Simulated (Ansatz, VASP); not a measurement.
# La2O3: VASP beside Ansatz

INCAR

```
ALGO = Normal
EDIFF = 1E-6
ENCUT = 520
GGA = PE
ISIF = 2
ISMEAR = -1
LASPH = T
LCHARG = F
LREAL = F
LWAVE = F
NBANDS = 51
NELM = 60
PREC = Accurate
SIGMA = 0.02
```

KPOINTS

```
k-points
0
Gamma
  6 6 6
```

File POSCAR:

```
La2O3
1.0
    3.1252702203      1.8043756030      5.2094948147
   -3.1252702203      1.8043756030      5.2094948147
    0.0000000000     -3.6087512060      5.2094948147
La O
4 6
Direct
    0.8625870744      0.8625870744      0.8625870744
    0.3625870744      0.3625870744      0.3625870744
    0.1374129256      0.1374129256      0.1374129256
    0.6374129256      0.6374129256      0.6374129256
    0.4643660243      0.0356339757      0.7500000000
    0.0356339757      0.7500000000      0.4643660243
    0.5356339757      0.9643660243      0.2500000000
    0.2500000000      0.5356339757      0.9643660243
    0.9643660243      0.2500000000      0.5356339757
    0.7500000000      0.4643660243      0.0356339757
```

Input for Ansatz:

```yaml
crystal:
  lattice:
    - [3.1252702203, 1.804375603, 5.2094948147]
    - [-3.1252702203, 1.804375603, 5.2094948147]
    - [0.0, -3.608751206, 5.2094948147]
  atoms:
    - { symbol: La, position: [0.8625870744, 0.8625870744, 0.8625870744] }
    - { symbol: La, position: [0.3625870744, 0.3625870744, 0.3625870744] }
    - { symbol: La, position: [0.1374129256, 0.1374129256, 0.1374129256] }
    - { symbol: La, position: [0.6374129256, 0.6374129256, 0.6374129256] }
    - { symbol: O, position: [0.4643660243, 0.0356339757, 0.75] }
    - { symbol: O, position: [0.0356339757, 0.75, 0.4643660243] }
    - { symbol: O, position: [0.5356339757, 0.9643660243, 0.25] }
    - { symbol: O, position: [0.25, 0.5356339757, 0.9643660243] }
    - { symbol: O, position: [0.9643660243, 0.25, 0.5356339757] }
    - { symbol: O, position: [0.75, 0.4643660243, 0.0356339757] }
kpoints:
  mp_grid: { grid: [6, 6, 6] }
  band_path:
    path:
      - [[0.0, 0.0, 0.0], [0.5, 0.5, 0.5], [0.753355172397, 0.246644827603, 0.5]]
      - [[0.5, -0.246644827603, 0.246644827603], [0.5, 3.392955110861e-17, 3.392955110861e-17], [0.0, 0.0, 0.0], [0.3733224138015, -0.3733224138015, 2.301261544555e-17]]
      - [[0.6266775861985, 6.785910221722e-17, 0.3733224138015], [0.5, 6.785910221722e-17, 0.5], [0.0, 0.0, 0.0]]
    npoints: 10
hamiltonian:
  xc: pbe
scf:
  occupations: { method: fermi_dirac, width: 0.02 }
  n_extra_bands: 6
output:
  forces: true
  stress: true
  eigenvalues: true
```

Alike in both runs: task single point; functional PBE; k mesh 6 × 6 × 6; occupations fermi-dirac, width 0.02 eV; no spin polarisation.

|  | VASP | Ansatz |
| --- | --- | --- |
| version | VASP 6.6.1 | Ansatz 0.2.0 |
| potentials or method | VASP PAW PBE potentials, release 64 (La, O) | plane waves, PAW |
| plane-wave cutoff (eV) | 520 | 420 |
| valence electrons in the cell | 80 | 80 |

VASP gave:

```
gap on the k mesh at the Fermi level (eV)                     : 3.79
pressure (GPa)                                                : 0.8
traceless stress, the component that is largest in VASP (GPa) : 0.14
rms of the force components (eV/Å)                            : 0.013
```

Q: Which values does Ansatz return?

A: gap on the k mesh at the Fermi level (eV): 3.78; pressure (GPa): 1.1; traceless stress, the component that is largest in VASP (GPa): 0.10; rms of the force components (eV/Å): 0.010.

Atom by atom the forces differ by 0.003 eV/Å (rms over components). The functional is the same, so the differences come from potentials, cutoffs and numerics.

Neither program's run includes spin-orbit coupling.
